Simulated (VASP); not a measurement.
# MnO (Fm-3m) in VASP: single point with PBE+U

Aim: the single point of MnO with PBE+U.

All numbers are computed with VASP 6.6.1; they aren't measurements. Logs are shortened: lines on timing, memory, paths and dates and some standing lists are left out, and cuts for length are marked.

## (1) The cell of the first run

It takes space group Fm-3m (No. 225, cubic). Conventional cell: a = 4.444 Å, b = 4.444 Å, c = 4.444 Å, α = 90.00°, β = 90.00°, γ = 90.00°. Mn (site symmetry m-3m) has 6 O at 2.22 Å within 2.9 Å. Within 2.9 Å of O (site symmetry m-3m) lie 6 Mn at 2.22 Å.

## (2) Single point, PBE+U, collinear spin, ferromagnetic start

INCAR reads:

```
SYSTEM = MnO
PREC = Accurate
ENCUT = 1340
EDIFF = 1E-6
ISMEAR = 0
SIGMA = 0.05
LREAL = .False.
LASPH = .True.
NELM = 200
ALGO = Normal
ISIF = 2
LWAVE = .False.
LCHARG = .False.
ISPIN = 2
MAGMOM = 0.5 0
LORBIT = 11
LMAXMIX = 4
LDAU = .True.
LDAUTYPE = 2
LDAUL = 2 -1
LDAUU = 3.9 0
LDAUJ = 0 0
LDAUPRINT = 1
GGA = PE
NBANDS = 22
GGA_COMPAT = .False.
```

KPOINTS reads:

```
regular mesh
0
Gamma
  5 5 5
  0 0 0
```

POSCAR reads:

```
MnO
1.0
    0.0000000000      2.2220003343      2.2220003343
    2.2220003343      0.0000000000      2.2220003343
    2.2220003343      2.2220003343      0.0000000000
Mn O
1 1
Direct
    0.0000000000      0.0000000000      0.0000000000
    0.5000000000      0.5000000000      0.5000000000
```

Potentials or basis: VASP PAW PBE potentials, release 64 (Mn_sv, O_h).

Launch:

```console
$ cat potpaw_PBE.64/Mn_sv/POTCAR potpaw_PBE.64/O_h/POTCAR > POTCAR
$ mpirun -np 1 vasp_std > vasp.out
```

OUTCAR:

```text
SYSTEM = MnO
   PREC = Accurate
   ENCUT = 1340
   EDIFF = 1E-6
   ISMEAR = 0
   LREAL = .False.
   LASPH = .True.
   NELM = 200
   ISIF = 2
   ISPIN = 2
   LORBIT = 11
   GGA = PE

 ion  position               nearest neighbor table
   1  0.000  0.000  0.000-
   2  0.500  0.500  0.500-

  LATTYP: Found a face centered cubic cell.
 ALAT       =     4.4440006686

  Lattice vectors:

 A1 = (   0.0000000000,   2.2220003343,   2.2220003343)
 A2 = (   2.2220003343,   0.0000000000,   2.2220003343)
 A3 = (   2.2220003343,   2.2220003343,   0.0000000000)

Analysis of symmetry for initial positions (statically):
=====================================================================
 Subroutine PRICEL returns:
 Original cell was already a primitive cell.

 Routine SETGRP: Setting up the symmetry group for a
 face centered cubic supercell.

 Subroutine GETGRP returns: Found 48 space group operations
 (whereof 48 operations were pure point group operations)
 out of a pool of 48 trial point group operations.

The static configuration has the point symmetry O_h .

Analysis of symmetry for dynamics (positions and initial velocities):
=====================================================================
 Subroutine PRICEL returns:
 Original cell was already a primitive cell.

 Routine SETGRP: Setting up the symmetry group for a
 face centered cubic supercell.

 Subroutine GETGRP returns: Found 48 space group operations
 (whereof 48 operations were pure point group operations)
 out of a pool of 48 trial point group operations.

The dynamic configuration has the point symmetry O_h .

Analysis of structural, dynamic, and magnetic symmetry:
=====================================================================
 Subroutine PRICEL returns:
 Original cell was already a primitive cell.

 Routine SETGRP: Setting up the symmetry group for a
 face centered cubic supercell.

 Subroutine GETGRP returns: Found 48 space group operations
 (whereof 48 operations were pure point group operations)
 out of a pool of 48 trial point group operations.

The overall configuration has the point symmetry O_h .

 Subroutine INISYM returns: Found 48 space group operations
 (whereof 48 operations are pure point group operations),
 and found     1 'primitive' translations

----------------------------------------------------------------------------------------

                                     Primitive cell

  volume of cell :      21.9413

  direct lattice vectors                    reciprocal lattice vectors
     0.000000000  2.222000334  2.222000334    -0.225022468  0.225022468  0.225022468
     2.222000334  0.000000000  2.222000334     0.225022468 -0.225022468  0.225022468
     2.222000334  2.222000334  0.000000000     0.225022468  0.225022468 -0.225022468

  length of vectors
     3.142383008  3.142383008  3.142383008     0.389750348  0.389750348  0.389750348

  position of ions in fractional coordinates (direct lattice)
     0.000000000  0.000000000  0.000000000
     0.500000000  0.500000000  0.500000000

  ion indices of the primitive-cell ions
   primitive index   ion index
                 1           1
                 2           2

----------------------------------------------------------------------------------------

 KPOINTS: regular mesh

Automatic generation of k-mesh.
 Grid dimensions read from file:
 generate k-points for:    5    5    5

 Generating k-lattice:

  Cartesian coordinates                     Fractional coordinates (reciprocal lattice)
    -0.045004494  0.045004494  0.045004494     0.200000000  0.000000000  0.000000000
     0.045004494 -0.045004494  0.045004494     0.000000000  0.200000000  0.000000000
     0.045004494  0.045004494 -0.045004494     0.000000000  0.000000000  0.200000000
[... 54 lines left out ...]
   NUPDOWN=      -1.0000    fix difference up-down
   EMIN   =  10.00;   EMAX   =-10.00  energy-range for DOS
   EFERMI =   0.00;   METHOD = LEGACY
   ISMEAR =     0;   SIGMA  =   0.05  broadening in eV -4-tet -1-fermi 0-gaus
   EFERMI_NEDOS =   21; number of points for ismear=-14 and -15
   IALGO  =     38    algorithm
   IMIX   =      4    mixing-type and parameters
     AMIX     =   0.40;   BMIX     =  1.00
     AMIX_MAG =   1.60;   BMIX_MAG =  1.00
  volume/ion in A,a.u.               =      10.97        74.03
  Fermi-wavevector in a.u.,A,eV,Ry     =   1.613345  3.048779 35.414344  2.602881
  Thomas-Fermi vector in A             =   2.708429
   LORBIT       =     11    0 simple, 1 ext, 2 COOP (PROOUT), +10 PAW based schemes
 LDA+U is selected, type is set to LDAUTYPE =  2
   angular momentum for each species LDAUL =     2   -1
   U (eV)           for each species LDAUU =   3.9  0.0
   J (eV)           for each species LDAUJ =   0.0  0.0
   GGA     = PE    functional components
   LHFCALC =     F    Hartree Fock is set to
   AEXX    =    0.0000 exact exchange contribution
   IVDW    =     0    specifies the selected vdW correction
   LEPSILON=     F    determine dielectric tensor
   LRPA    =     F    only Hartree local field effects (RPA)
 spin polarized calculation
 Gauss-broadening in eV      SIGMA  =   0.05
  energy-cutoff  :     1340.00
  volume of cell :       21.94
 maximum number of plane-waves:      2455
 NGX is ok and might be reduce to    40
   NGX = 19   NGY = 19   NGZ = 19

atom =   1  type =  1  l = 2

 onsite density matrix

spin component  1

  0.9120  0.0000  0.0000  0.0000  0.0000
  0.0000  0.9120  0.0000 -0.0000 -0.0000
  0.0000  0.0000  0.9454  0.0000 -0.0000
  0.0000 -0.0000  0.0000  0.9120 -0.0000
  0.0000 -0.0000 -0.0000 -0.0000  0.9454

spin component  2

  0.0141  0.0000 -0.0000 -0.0000 -0.0000
  0.0000  0.0141 -0.0000 -0.0000  0.0000
 -0.0000 -0.0000  0.0531 -0.0000  0.0000
 -0.0000 -0.0000 -0.0000  0.0141 -0.0000
 -0.0000  0.0000  0.0000 -0.0000  0.0531

 occupancies and eigenvectors

  o =  0.0141  v =  0.0000  0.0000  0.0000  0.0000  0.0000  0.0030 -0.9816 -0.0000 -0.1908  0.0000      0.0000  0.0000  0.0000  0.0000  0.0000  0.0000  0.0000  0.0000  0.0000  0.0000
  o =  0.0141  v =  0.0000  0.0000  0.0000  0.0000  0.0000  0.0010 -0.1908  0.0000  0.9816  0.0000      0.0000  0.0000  0.0000  0.0000  0.0000  0.0000  0.0000  0.0000  0.0000  0.0000
  o =  0.0141  v =  0.0000  0.0000  0.0000  0.0000  0.0000  1.0000  0.0031  0.0000 -0.0004  0.0000      0.0000  0.0000  0.0000  0.0000  0.0000  0.0000  0.0000  0.0000  0.0000  0.0000
  o =  0.0531  v =  0.0000  0.0000  0.0000  0.0000  0.0000  0.0000 -0.0000  0.0478  0.0000 -0.9989      0.0000  0.0000  0.0000  0.0000  0.0000  0.0000  0.0000  0.0000  0.0000  0.0000
  o =  0.0531  v =  0.0000  0.0000  0.0000  0.0000  0.0000 -0.0000  0.0000  0.9989 -0.0000  0.0478      0.0000  0.0000  0.0000  0.0000  0.0000  0.0000  0.0000  0.0000  0.0000  0.0000
  o =  0.9120  v =  0.0000 -0.2141 -0.0000  0.9768 -0.0000  0.0000  0.0000  0.0000  0.0000  0.0000      0.0000  0.0000  0.0000  0.0000  0.0000  0.0000  0.0000  0.0000  0.0000  0.0000
  o =  0.9120  v =  0.0000 -0.9768 -0.0000 -0.2141 -0.0000  0.0000  0.0000  0.0000  0.0000  0.0000      0.0000  0.0000  0.0000  0.0000  0.0000  0.0000  0.0000  0.0000  0.0000  0.0000
  o =  0.9120  v =  1.0000  0.0000  0.0000  0.0000  0.0000  0.0000  0.0000  0.0000  0.0000  0.0000      0.0000  0.0000  0.0000  0.0000  0.0000  0.0000  0.0000  0.0000  0.0000  0.0000
  o =  0.9454  v =  0.0000  0.0000  0.0015 -0.0000 -1.0000  0.0000  0.0000  0.0000  0.0000  0.0000      0.0000  0.0000  0.0000  0.0000  0.0000  0.0000  0.0000  0.0000  0.0000  0.0000
  o =  0.9454  v =  0.0000 -0.0000  1.0000 -0.0000  0.0015  0.0000  0.0000  0.0000  0.0000  0.0000      0.0000  0.0000  0.0000  0.0000  0.0000  0.0000  0.0000  0.0000  0.0000  0.0000

 number of electron      21.0000003 magnetization       4.9986914

 Free energy of the ion-electron system (eV)
  ---------------------------------------------------
  ext. energy  EPLUGINS =         0.00000000
  ---------------------------------------------------
  free energy    TOTEN  =       -15.32179750 eV

  energy without entropy =      -15.32179750  energy(sigma->0) =      -15.32179750

 E-fermi :   9.0546     XC(G=0): -11.8551

 val. band max:        8.8696512643   @ k =   0.4000   0.0000   0.0000
 cond. band min:       9.2205360494   @ k =   0.0000   0.0000   0.0000
 fundamental gap:      0.3508847852
 Fermi energy:         9.0546048505

 spin component 1

 k-point     1 :       0.0000    0.0000    0.0000
  band No.  band energies     occupation
      1     -71.9731      1.00000
      2     -40.7199      1.00000
      3     -40.7199      1.00000
      4     -40.7199      1.00000
      5     -10.3866      1.00000
      6       5.0148      1.00000
[... 239 lines left out ...]
     21      35.8511      0.00000
     22      35.9554      0.00000
 Fermi energy:         9.0546048505

 spin component 2

 k-point     1 :       0.0000    0.0000    0.0000
  band No.  band energies     occupation
      1     -66.9296      1.00000
      2     -35.7559      1.00000
      3     -35.7559      1.00000
      4     -35.7559      1.00000
      5      -9.9917      1.00000
      6       6.4919      1.00000
[... 239 lines left out ...]
     21      37.1861      0.00000
     22      37.8695      0.00000

------------------------ aborting loop because EDIFF is reached ----------------------------------------

  FORCE on cell =-STRESS in cart. coord.  units (eV):
  Direction    XX          YY          ZZ          XY          YZ          ZX
  --------------------------------------------------------------------------------------
  -------------------------------------------------------------------------------------
  Total        0.9411079      0.9411079      0.9411079      0.0000000      0.0000000     -0.0000000
  in kB       68.7207114     68.7207114     68.7207114      0.0000000      0.0000000     -0.0000000
  external PRESSURE =      68.7207114 kB  Pullay stress =       0.0000000 kB

 VOLUME and BASIS-vectors are now :
 -----------------------------------------------------------------------------
  energy-cutoff  :     1340.00
  volume of cell :       21.94
      direct lattice vectors                 reciprocal lattice vectors
     0.000000000  2.222000334  2.222000334    -0.225022468  0.225022468  0.225022468
     2.222000334  0.000000000  2.222000334     0.225022468 -0.225022468  0.225022468
     2.222000334  2.222000334  0.000000000     0.225022468  0.225022468 -0.225022468

 POSITION                                       TOTAL-FORCE (eV/Angst)
 -----------------------------------------------------------------------------------
      0.00000      0.00000      0.00000        -0.000000     -0.000000     -0.000000
      2.22200      2.22200      2.22200         0.000000      0.000000      0.000000
 -----------------------------------------------------------------------------------
    total drift:                                0.000000     -0.000000     -0.000000

  FREE ENERGIE OF THE ION-ELECTRON SYSTEM (eV)
  ---------------------------------------------------
  free  energy   TOTEN  =       -15.3217975024 eV

  energy  without entropy=      -15.3217974984  energy(sigma->0) =      -15.32179750

 total charge

# of ion       s       p       d       tot
------------------------------------------
    1        2.116   6.015   4.752  12.883
    2        1.037   2.316   0.000   3.353
--------------------------------------------------
tot          3.153   8.331   4.752  16.236

 magnetization (x)

# of ion       s       p       d       tot
------------------------------------------
    1        0.023   0.015   4.461   4.499
    2        0.024   0.116   0.000   0.140
--------------------------------------------------
tot          0.046   0.131   4.461   4.639
```

Run time: 82 s. Hardware: 1 thread of Intel Xeon Platinum 8559C (Emerald Rapids), shared host; peak memory 0.29 GiB.

Results:

```
Free energy                                           : -15.3218 eV
Pressure                                              : 6.9 GPa
Band gap on the k mesh                                : 0.35 eV (least direct gap 2.73 eV)
Net moment                                            : 5.00 μB per cell
Site moments                                          : Mn +4.50; O +0.14 μB
Valence electrons inside the program's atomic spheres : Mn 12.88; O 3.35
```

Levels at points of the mesh, in eV from the valence-band top:
Spin up:
```tsv
k point	band 11	band 12	band 13	band 14	band 15	band 16
(0.00, 0.00, 0.00)	-2.71	-2.71	-2.71	0.35	14.76	16.56
```
Spin down:
```
           k point  band 6  band 7  band 8  band 9  band 10  band 11
(0.00, 0.00, 0.00)   -2.38   -2.38   -2.38    1.70     3.22     3.22
```

Eigenvalues of the final occupation matrices:
| site | spin | trace | eigenvalues |
| --- | --- | --- | --- |
| site 1 d | 1 | 4.63 | 0.91 0.91 0.91 0.95 0.95 |
| site 1 d | 2 | 0.15 | 0.01 0.01 0.01 0.05 0.05 |

Caveat: the k points lie up to 0.49 Å⁻¹ apart; an odd mesh through Γ misses points on the zone boundary, where band edges can lie; a cell with one magnetic atom can't hold antiferromagnetic order, which such compounds often take.
